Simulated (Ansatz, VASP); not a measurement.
## Two plane-wave programs on Sb

```
Sb
1.0
     5.20849    0.00000    0.00000
    -2.60425    4.51069    0.00000
     0.00000    0.00000    3.10535
Sb
3
Direct
  0.00000 0.00000 0.00000
  0.33333 0.66667 0.50000
  0.66667 0.33333 0.50000
```

Alike in both runs: task single point; functional PBE; k mesh 9 × 9 × 13; occupations fermi-dirac, width 0.1 eV; no spin polarisation.

```csv
,VASP,Ansatz
version,VASP 6.6.1,Ansatz 0.2.0
potentials or method,"VASP PAW PBE potentials, release 64 (Sb), cutoff 520 eV","plane waves (420 eV) with PAW, scalar-relativistic"
valence electrons in the cell,15,45
```

VASP gave:

- pressure (GPa): 9.6
- traceless stress, the component that is largest in VASP (GPa): 0.70

Problem. Which values does Ansatz return?

Solution. Pressure (GPa): 9.7; traceless stress, the component that is largest in VASP (GPa): 0.69.

The functional is the same, so the differences come from potentials, cutoffs and numerics. VASP's potentials hold 15 valence electrons a cell and Ansatz's 45, so a difference there can come from the potentials and not from the codes.

Neither program's run includes spin-orbit coupling.
